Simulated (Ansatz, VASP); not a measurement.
This is a calculation of CuO for VASP 6.6.1.

Contents of INCAR:

```
PREC = Accurate
ENCUT = 600
EDIFF = 1E-6
ISMEAR = -1
SIGMA = 0.05
LREAL = F
LASPH = T
NELM = 80
ALGO = Normal
ISIF = 3
LWAVE = F
LCHARG = F
IBRION = 2
NSW = 60
EDIFFG = -0.01
```

Contents of KPOINTS:

```
Automatic mesh
0
Gamma
  10 10 5
```

Contents of POSCAR:

```
CuO
1.0
    2.3418500000     -1.7113000000      0.0000000000
    2.3418500000      1.7113000000      0.0000000000
   -0.8500274268      0.0000000000      5.0578693947
Cu O
2 2
Direct
    0.5000000000      0.0000000000      0.5000000000
    0.0000000000      0.5000000000      0.0000000000
    0.4184000000      0.5816000000      0.7500000000
    0.5816000000      0.4184000000      0.2500000000
```

Potentials or basis: VASP PAW LDA potentials, release 64 (Cu, O).

Command:

```bash
$ cat potpaw_LDA.64/Cu/POTCAR potpaw_LDA.64/O/POTCAR > POTCAR
$ mpirun -np 1 vasp_std > vasp.out
```

Question: Translate it to Ansatz 0.2.0. Potentials there: Ansatz PAW.

Answer: As run (the cutoff follows the program's own potentials):

Contents of input.yaml:

```yaml
crystal:
  lattice:
    - [2.34185, -1.7113, 0.0]
    - [2.34185, 1.7113, 0.0]
    - [-0.8500274268, 0.0, 5.0578693947]
  atoms:
    - { symbol: Cu, position: [0.5, 0.0, 0.5] }
    - { symbol: Cu, position: [0.0, 0.5, 0.0] }
    - { symbol: O, position: [0.4184, 0.5816, 0.75] }
    - { symbol: O, position: [0.5816, 0.4184, 0.25] }
hamiltonian:
  xc: lda
  pseudopotentials: { kind: paw }
kpoints:
  mp_grid: { grid: [10, 10, 5] }
scf:
  occupations: { method: fermi_dirac, width: 0.05 }
output:
  forces: true
  stress: true
  eigenvalues: true
relax:
  f_tol: 0.01
  max_steps: 40
  cell: { stress_tol: 0.05 }
```

Potentials or basis: Ansatz PAW.

Launch:

```sh
$ ansatz run input.yaml --threads 2 --pin off --max-ram 5632MiB --backend cpu --events-out ev --progress --plain --runs-dir out
```

Both were run:

|  | VASP | Ansatz | Ansatz less VASP |
| --- | --- | --- | --- |
| gap on the k mesh at the Fermi level, each at its own relaxed structure (eV) | none | none | - |
| relaxed volume (Å³/atom) | 10.29 | 10.27 | -0.029 |
| relaxed length of the cell vector where the two differ most in proportion (Å) | 5.057 | 5.042 | -0.0154 |

LDA's correlation is that of Perdew and Zunger in VASP and of Perdew and Wang (1992) in Ansatz. A gap of «none» marks a metal or a gap that the smearing closes. VASP's potentials hold 34 valence electrons a cell and Ansatz's 50, so a difference there can come from the potentials and not from the codes.

Noted on Ansatz's run: the plane-wave basis is chosen anew once the cell has moved, so the energies of steps on either side of that aren't comparable.
